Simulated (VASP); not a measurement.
Pt: single point with LDA

The system is Pt.

```
Pt
1.0
     0.00000    1.86570    1.86570
     1.86570    0.00000    1.86570
     1.86570    1.86570    0.00000
Pt
1
Cartesian
  0.0000 0.0000 0.0000
```

This cell differs from its parent crystal: volume scaled by 0.88.

```json
{"Program": "VASP 6.6.1", "Task": "single point", "Functional": "LDA", "Potentials or basis": "VASP PAW LDA potentials, release 64 (Pt)", "Cutoff": "520 eV", "k mesh": "17 × 17 × 17", "Occupations": "fermi-dirac, width 0.05 eV", "Spin": "no spin polarisation"}
```

```yaml
Pressure: 56.5 GPa
Band_gap_on_the_k_mesh: zero (band 5 reaches 14.93 eV, above the bottom of band 6 at 12.09 eV)
```

Levels at points of the mesh, in eV from the Fermi level:
```
           k point  band 3  band 4  band 5  band 6  band 7  band 8
(0.00, 0.00, 0.00)   -4.86   -4.86   -2.07   -2.07   14.02   19.82
```

Run time: 12 s on 1 thread of Intel Xeon 6975P-C, on a shared host, peak memory 0.14 GiB.

Caveat: spin-orbit coupling is left out, which moves the levels of the heavy elements.
